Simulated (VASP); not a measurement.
# Be3CdSe4 (P1) in VASP: relaxation of cell and atoms with PBE

Aim: the relaxation of cell and atoms of Be3CdSe4 with PBE.

Program: VASP 6.6.1. These are calculated values, not measurements. Logs are shortened: lines on timing, memory, paths and dates and some standing lists are left out, and cuts for length are marked.

### 1 The cell of the first run

The typed cell holds 8 atoms: a = 3.737 Å, b = 3.747 Å, c = 10.834 Å, α = 91.23°, β = 89.36°, γ = 88.46°.

### 2 Relaxation of cell and atoms, PBE

File INCAR:

```
  PREC = Accurate
  ENCUT = 600
  EDIFF = 1E-7
  ISMEAR = 0
  SIGMA = 0.1
  LREAL = False
  LASPH = True
  NELM = 80
  ALGO = Normal
  ISIF = 3
  LWAVE = False
  LCHARG = False
  GGA = PE
  IBRION = 2
  NSW = 80
  EDIFFG = -0.025
```

File KPOINTS:

```
Automatic mesh
0
Gamma
  4 4 2
```

File POSCAR:

```
Be3CdSe4
1.0
    3.7369963754      0.0503112185      0.0209557468
    0.0503112185      3.7464096601     -0.0399251430
    0.0618143588     -0.1177694662     10.8334763615
Be Cd Se
3 1 4
Direct
    0.5070648056      0.4695888898      0.2796731395
    0.5113883307      0.4870741157      0.7233458676
   -0.0181124120      0.0208089626      0.5003989558
    0.0290872161      0.0121589142      0.9985231768
    0.4999904981     -0.0022762492      0.3803603642
   -0.0144410333      0.5025372992      0.6131315323
    0.4960695737     -0.0161768971      0.8370905436
    0.9889530212      0.5262849648      0.1674764201
```

Potentials or basis: VASP PAW PBE potentials, release 64 (Be, Cd, Se).

The run is started by

```sh
cat potpaw_PBE.64/Be/POTCAR potpaw_PBE.64/Cd/POTCAR potpaw_PBE.64/Se/POTCAR > POTCAR
mpirun -np 1 vasp_std > vasp.out
```

OUTCAR:

```text
PREC = Accurate
   ENCUT = 600
   EDIFF = 1E-7
   ISMEAR = 0
   LREAL = False
   LASPH = True
   NELM = 80
   ISIF = 3
   GGA = PE
   IBRION = 2
   NSW = 80
   EDIFFG = -0.025

 ion  position               nearest neighbor table
   1  0.507  0.470  0.280-   5 2.10   8 2.18   5 2.24   8 2.31
   2  0.511  0.487  0.723-   6 2.13   7 2.21   7 2.28   6 2.31
   3  0.982  0.021  0.500-   6 2.16   5 2.24   6 2.32   5 2.32
   4  0.029  0.012  0.999-   7 2.46   8 2.62   8 2.63   7 2.67
   5  0.500  0.998  0.380-   1 2.10   3 2.24   1 2.24   3 2.32
   6  0.986  0.503  0.613-   2 2.13   3 2.16   2 2.31   3 2.32
   7  0.496  0.984  0.837-   2 2.21   2 2.28   4 2.46   4 2.67
   8  0.989  0.526  0.167-   1 2.18   1 2.31   4 2.62   4 2.63

  LATTYP: Found a triclinic cell.
 ALAT       =     3.7469601782
 B/A-ratio  =     3.5508808297
 C/A-ratio  =     0.9974468911
 COS(alpha) =     0.0060175036
 COS(beta)  =     0.0268256369
 COS(gamma) =     0.5807043712

  Lattice vectors:

 A1 = (  -0.0503112185,  -3.7464096601,   0.0399251430)
 A2 = (  -0.0388080782,  -7.6105887864,  10.9133266475)
 A3 = (  -3.7369963754,  -0.0503112185,  -0.0209557468)

Analysis of symmetry for initial positions (statically):
=====================================================================
 Subroutine PRICEL returns:
 Original cell was already a primitive cell.

 Routine SETGRP: Setting up the symmetry group for a
 triclinic supercell.

 Subroutine GETGRP returns: Found  1 space group operations
 (whereof  1 operations were pure point group operations)
 out of a pool of  2 trial point group operations.

The static configuration has the point symmetry C_1 .

Analysis of symmetry for dynamics (positions and initial velocities):
=====================================================================
 Subroutine PRICEL returns:
 Original cell was already a primitive cell.

 Routine SETGRP: Setting up the symmetry group for a
 triclinic supercell.

 Subroutine GETGRP returns: Found  1 space group operations
 (whereof  1 operations were pure point group operations)
 out of a pool of  2 trial point group operations.

The dynamic configuration has the point symmetry C_1 .

 Subroutine INISYM returns: Found  1 space group operations
 (whereof  1 operations are pure point group operations),
 and found     1 'primitive' translations

----------------------------------------------------------------------------------------

                                     Primitive cell

  volume of cell :     151.6220

  direct lattice vectors                    reciprocal lattice vectors
     3.736996375  0.050311218  0.020955747     0.267651986 -0.003611041 -0.001566441
     0.050311218  3.746409660 -0.039925143    -0.003611041  0.267001869  0.002923150
     0.061814359 -0.117769466 10.833476362    -0.000531041  0.000990980  0.092320277

  length of vectors
     3.737393781  3.746960178 10.834292812     0.267680928  0.267042286  0.092327122

  position of ions in fractional coordinates (direct lattice)
     0.507064806  0.469588890  0.279673139
     0.511388331  0.487074116  0.723345868
     0.981887588  0.020808963  0.500398956
     0.029087216  0.012158914  0.998523177
     0.499990498  0.997723751  0.380360364
     0.985558967  0.502537299  0.613131532
     0.496069574  0.983823103  0.837090544
     0.988953021  0.526284965  0.167476420

  ion indices of the primitive-cell ions
   primitive index   ion index
                 1           1
                 2           2
                 3           3
                 4           4
                 5           5
                 6           6
                 7           7
                 8           8

----------------------------------------------------------------------------------------

 KPOINTS: Automatic mesh

Automatic generation of k-mesh.
 Grid dimensions read from file:
 generate k-points for:    4    4    2

 Generating k-lattice:

  Cartesian coordinates                     Fractional coordinates (reciprocal lattice)
     0.066912997 -0.000902760 -0.000391610     0.250000000 -0.000000000  0.000000000
    -0.000902760  0.066750467  0.000730788    -0.000000000  0.250000000  0.000000000
    -0.000265520  0.000495490  0.046160138     0.000000000  0.000000000  0.500000000

  Length of vectors
     0.066920232  0.066760572  0.046163561

  Shift w.r.t. Gamma in fractional coordinates (k-lattice)
     0.000000000  0.000000000  0.000000000

 Subroutine IBZKPT returns following result:
 ===========================================

 Found     20 irreducible k-points:

 Following reciprocal coordinates:
            Coordinates               Weight
  0.000000  0.000000  0.000000      1.000000
  0.250000 -0.000000 -0.000000      2.000000
  0.500000 -0.000000 -0.000000      1.000000
  0.000000  0.250000  0.000000      2.000000
  0.250000  0.250000  0.000000      2.000000
  0.500000  0.250000  0.000000      2.000000
[... 12 lines left out ...]
  0.250000  0.500000  0.500000      2.000000
  0.500000  0.500000  0.500000      1.000000
   k-points           NKPTS =     20   k-points in BZ     NKDIM =     20   number of bands    NBANDS=     26
   number of dos      NEDOS =    301   number of ions     NIONS =      8
   total plane-waves  NPLWV =  81000
   dimension x,y,z NGX =    30 NGY =   30 NGZ =   90
   dimension x,y,z NGXF=    60 NGYF=   60 NGZF=  180
   ions per type =               3   1   4
   NGX,Y,Z   is equivalent  to a cutoff of  13.34, 13.31, 13.81 a.u.
   NGXF,Y,Z  is equivalent  to a cutoff of  26.69, 26.62, 27.62 a.u.
 SYSTEM =  unknown system
   PREC   = accura    normal or accurate (medium, high low for compatibility)
   ISTART =      0    job   : 0-new  1-cont  2-samecut
   ICHARG =      2    charge: 1-file 2-atom 10-const
   ISPIN  =      1    spin polarized calculation?
   LNONCOLLINEAR =      F non collinear calculations
   LSORBIT =      F    spin-orbit coupling
   LASPH  =      T    aspherical Exc in radial PAW
   ENCUT  =  600.0 eV  44.10 Ry    6.64 a.u.   7.46  7.48 21.64*2*pi/ulx,y,z
   NELM   =     80;   NELMIN=  2; NELMDL= -5     # of ELM steps
   EDIFF  = 0.1E-06   stopping-criterion for ELM
   LREAL  =      F    real-space projection
   EDIFFG = -.3E-01   stopping-criterion for IOM
   NSW    =     80    number of steps for IOM
   IBRION =      2    ionic relax: 0-MD 1-quasi-New 2-CG
   NFREE  =      1    steps in history (QN), initial steepest desc. (CG)
   ISIF   =      3    stress and relaxation
   ISYM   =      2    0-nonsym 1-usesym 2-fastsym
   POTIM  = 0.5000    time-step for ionic-motion
   TEBEG  =    0.0;   TEEND  =   0.0 temperature during run
   PSTRESS=    0.0 pullay stress
   NELECT =      42.0000    total number of electrons
   NUPDOWN=      -1.0000    fix difference up-down
   EMIN   =  10.00;   EMAX   =-10.00  energy-range for DOS
   EFERMI =   0.00;   METHOD = LEGACY
   ISMEAR =     0;   SIGMA  =   0.10  broadening in eV -4-tet -1-fermi 0-gaus
   EFERMI_NEDOS =   21; number of points for ismear=-14 and -15
   IALGO  =     38    algorithm
   IMIX   =      4    mixing-type and parameters
     AMIX     =   0.40;   BMIX     =  1.00
     AMIX_MAG =   1.60;   BMIX_MAG =  1.00
  volume/ion in A,a.u.               =      18.95       127.90
  Fermi-wavevector in a.u.,A,eV,Ry     =   1.067179  2.016675 15.495273  1.138870
  Thomas-Fermi vector in A             =   2.202787
   LORBIT       =      0    0 simple, 1 ext, 2 COOP (PROOUT), +10 PAW based schemes
   GGA     = PE    functional components
   LHFCALC =     F    Hartree Fock is set to
   AEXX    =    0.0000 exact exchange contribution
   IVDW    =     0    specifies the selected vdW correction
   LEPSILON=     F    determine dielectric tensor
   LRPA    =     F    only Hartree local field effects (RPA)
 conjugate gradient relaxation of ions
 non-spin polarized calculation
 Gauss-broadening in eV      SIGMA  =   0.10
  energy-cutoff  :      600.00
  volume of cell :      151.62
 maximum number of plane-waves:      5091
 NGX is ok and might be reduce to    30
   NGX = 15   NGY = 15   NGZ = 43

--------------------------------------- Ionic step        1  -------------------------------------------

 number of electron      41.9999998 magnetization

 Free energy of the ion-electron system (eV)
  ---------------------------------------------------
  ext. energy  EPLUGINS =         0.00000000
  ---------------------------------------------------
  free energy    TOTEN  =       -31.10212278 eV

  energy without entropy =      -31.10212278  energy(sigma->0) =      -31.10212278

------------------------ aborting loop because EDIFF is reached ----------------------------------------

  FORCE on cell =-STRESS in cart. coord.  units (eV):
  Direction    XX          YY          ZZ          XY          YZ          ZX
  --------------------------------------------------------------------------------------
  -------------------------------------------------------------------------------------
  Total        4.6717332      4.1270016      5.3915482     -0.6116962      1.0171035     -2.5488313
  in kB       49.3658130     43.6096799     56.9720384     -6.4637429     10.7476479    -26.9332872
  external PRESSURE =      49.9825104 kB  Pullay stress =       0.0000000 kB
[... 107 lines left out ...]
  FREE ENERGIE OF THE ION-ELECTRON SYSTEM (eV)
  ---------------------------------------------------
  free  energy   TOTEN  =       -31.4705260564 eV

  energy  without entropy=      -31.4705260563  energy(sigma->0) =      -31.47052606

[... ionic steps 4 to 13 ...]

--------------------------------------- Ionic step       14  -------------------------------------------

 number of electron      42.0000004 magnetization

------------------------ aborting loop because EDIFF is reached ----------------------------------------

  FORCE on cell =-STRESS in cart. coord.  units (eV):
  Direction    XX          YY          ZZ          XY          YZ          ZX
  --------------------------------------------------------------------------------------
  -------------------------------------------------------------------------------------
  Total       -0.0366869     -0.0362386     -0.0208206     -0.0154070      0.0265107      0.0186576
  in kB       -0.3655756     -0.3611089     -0.2074719     -0.1535265      0.2641724      0.1859179
  external PRESSURE =      -0.3113855 kB  Pullay stress =       0.0000000 kB
[... 69 lines left out ...]
  energy  without entropy=      -31.5443525359  energy(sigma->0) =      -31.54435254

--------------------------------------- Ionic step       16  -------------------------------------------

 number of electron      42.0000003 magnetization

 Free energy of the ion-electron system (eV)
  ---------------------------------------------------
  ext. energy  EPLUGINS =         0.00000000
  ---------------------------------------------------
  free energy    TOTEN  =       -31.54466328 eV

  energy without entropy =      -31.54466328  energy(sigma->0) =      -31.54466328

 E-fermi :   3.1100     XC(G=0):  -9.2235

 val. band max:        2.6569772130   @ k =   0.0000   0.0000   0.0000
 cond. band min:       4.8171556376   @ k =   0.0000   0.0000   0.0000
 fundamental gap:      2.1601784245
 Fermi energy:         3.1100391818

 k-point     1 :       0.0000    0.0000    0.0000
  band No.  band energies     occupation
      1     -10.9251      2.00000
      2     -10.4335      2.00000
      3     -10.0532      2.00000
      4      -9.4336      2.00000
      5      -5.5300      2.00000
      6      -5.4374      2.00000
[... 604 lines left out ...]
  FREE ENERGIE OF THE ION-ELECTRON SYSTEM (eV)
  ---------------------------------------------------
  free  energy   TOTEN  =       -31.5446632764 eV

  energy  without entropy=      -31.5446632764  energy(sigma->0) =      -31.54466328

 reached required accuracy - stopping structural energy minimisation
```

Run time: 15 min. Hardware: 1 thread of Intel Xeon Platinum 8259CL at 2.50GHz (Skylake/Cascade Lake), shared host; peak memory 0.34 GiB.

Results:

* Free energy: -31.5447 eV
* Relaxed volume: 20.09 Å³/atom
* Relaxed cell: a = 3.801 Å, b = 3.801 Å, c = 11.122 Å, α = 89.94°, β = 90.12°, γ = 89.96°
* Space group after relaxing (to 0.05 Å): C2 (No. 5)
* Energy gained by relaxing: 55.3 meV/atom
* Ionic steps: 16
* Pressure after relaxing: 0.0 GPa
* Largest force after relaxing: 0.022 eV/Å
* Band gap on the k mesh: 2.16 eV, direct

Forces on the atoms (eV/Å):
```
Be   0.011 -0.008 -0.005
Be   0.006  0.011  0.009
Be  -0.005  0.018 -0.010
Cd  -0.016 -0.011  0.004
Se   0.014 -0.004  0.008
Se  -0.002  0.010 -0.001
Se  -0.009 -0.002 -0.015
Se   0.000 -0.014  0.009
```

The path:
```
step  energy change (eV)  largest force (eV/Å)  pressure (GPa)  volume (Å³)
   1              0.0000                1.4274            5.00       151.62
   2             -0.3588                0.3280           -1.65       164.92
   3             -0.3684                0.4021           -0.85       162.82
   4             -0.4072                0.2444           -0.22       161.13
   5             -0.4189                0.1601            0.41       159.63
   6             -0.4290                0.1440            0.05       160.51
   7             -0.4317                0.1559           -0.25       161.29
   8             -0.4362                0.0953           -0.02       160.73
   9             -0.4374                0.0932            0.17       160.27
  10             -0.4401                0.0602           -0.03       160.74
  11             -0.4405                0.0578           -0.14       161.02
  12             -0.4418                0.0321            0.04       160.60
  13             -0.4418                0.0349            0.07       160.52
  14             -0.4422                0.0265           -0.03       160.78
  15             -0.4422                0.0261           -0.05       160.82
  16             -0.4425                0.0217            0.00       160.71
```

Final structure:
```
CELL_PARAMETERS angstrom
3.80137 0.00102 -0.00402
0.00158 3.80116 0.00196
-0.01084 0.00633 11.12241
ATOMIC_POSITIONS crystal
Be 0.49669 0.50173 0.27390
Be 0.50032 0.49675 0.72605
Be 0.99890 0.99715 0.50010
Cd 0.00568 0.00536 0.99996
Se 0.49791 0.00041 0.38725
Se 0.99978 0.49714 0.61275
Se 0.50353 0.99749 0.83570
Se 0.99718 0.50396 0.16429
```

Levels at points of the mesh, in eV from the valence-band top:
```tsv
k point	band 19	band 20	band 21	band 22	band 23	band 24
(0.00, 0.00, 0.00)	-0.50	0.00	0.00	2.16	2.51	3.24
(0.50, 0.00, 0.00)	-1.18	-1.16	-0.21	2.64	3.21	4.27
(0.00, 0.50, 0.00)	-1.18	-1.16	-0.21	2.64	3.21	4.27
(0.50, 0.50, 0.00)	-2.45	-2.45	-2.29	2.56	2.56	2.95
(0.00, 0.00, 0.50)	-1.00	-0.19	-0.18	2.49	2.91	3.13
(0.50, 0.00, 0.50)	-1.59	-1.57	-0.21	3.10	3.70	4.02
(0.00, 0.50, 0.50)	-1.59	-1.57	-0.22	3.10	3.70	4.02
(0.50, 0.50, 0.50)	-2.71	-2.60	-2.60	3.35	3.44	3.47
```

Caveat: the k points lie up to 0.41 Å⁻¹ apart in the final cell. A hybrid or GW would open this gap; PBE tends to underestimate it.
